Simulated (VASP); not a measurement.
A run of VASP 6.6.1:

Contents of INCAR:

```
SYSTEM = Rh
PREC     = Accurate       ! precision mode
ENCUT    = 520            ! plane-wave cutoff, eV
EDIFF    = 1E-6           ! SCF threshold, eV
ISMEAR   = -1             ! smearing method
SIGMA    = 0.1            ! smearing width, eV
LREAL    = .False.        ! projectors in reciprocal space
LASPH    = .True.         ! aspherical terms in the spheres
NELM     = 60             ! most SCF steps
ALGO     = Normal         ! electronic algorithm
ISIF     = 2              ! what is computed and relaxed
LWAVE    = .False.        ! write WAVECAR
LCHARG   = .False.        ! write CHGCAR
GGA      = RE             ! functional
NBANDS   = 22             ! bands
```

KPOINTS

```
regular mesh
0
Gamma
  15 15 8
  0 0 0
```

The input POSCAR:

```
Rh
1.0
    2.7378472327      0.0000000000      0.0000000000
   -1.3689236163      2.3710452552      0.0000000000
    0.0000000000      0.0000000000      4.4109024808
Rh
2
Direct
    0.3333333333      0.6666666667      0.2500000000
    0.6666666667      0.3333333333      0.7500000000
```

Potentials or basis: VASP PAW PBE potentials, release 64 (Rh_pv).

Run with:

```sh
$ cat potpaw_PBE.64/Rh_pv/POTCAR > POTCAR
$ mpirun -np 1 vasp_std > vasp.out
```

Hardware: 1 thread of Intel(R) Xeon(R) 6975P-C (Granite Rapids), on a shared host.

How long does it take, and how much memory?

Run time: 22 s on 1 thread of Intel(R) Xeon(R) 6975P-C (Granite Rapids) (shared host), peak memory 0.18 GiB. Counts: scf iterations 11, k points 135.
